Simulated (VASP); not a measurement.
Crystal: Hf.

```
CELL_PARAMETERS angstrom
-1.70841 1.70841 1.70841
1.70841 -1.70841 1.70841
1.70841 1.70841 -1.70841
ATOMIC_POSITIONS crystal
Hf 0.00000 0.00000 0.00000
```

This isn't the form of Hf at room conditions, which is hcp.

| Quantity | Value |
| --- | --- |
| Program | VASP 6.6.1 |
| Task | relaxation of cell and atoms |
| Functional | PBEsol |
| Potentials or basis | VASP PAW PBE potentials, release 64 (Hf_pv) |
| Cutoff | 600 eV |
| k mesh | 8 × 8 × 8 |
| Occupations | gaussian, width 0.1 eV |
| Spin | no spin polarisation |

At the start: pressure 7.9 GPa; volume 19.95 Å³/atom.

Task: Where does the relaxation end?

Result: Over 3 steps the energy falls by 30.7 meV/atom and the volume is 21.27 Å³/atom (+6.6 %); space group Im-3m (No. 229, to 0.1 Å) before and after.

Step by step:
```csv
step,energy change (eV),largest force (eV/Å),pressure (GPa),volume (Å³)
1,0.0000,0.0000,7.89,19.95
2,0.0105,0.0000,-7.50,22.92
3,-0.0307,0.0000,-0.11,21.27
```

Final structure:
```
Hf
1.0
    -1.74545    1.74545    1.74545
     1.74545   -1.74545    1.74545
     1.74545    1.74545   -1.74545
Hf
1
Direct
  0.00000 0.00000 0.00000
```

Caveat: the PAW data sets were made with another functional, which shifts forces and pressure a little.
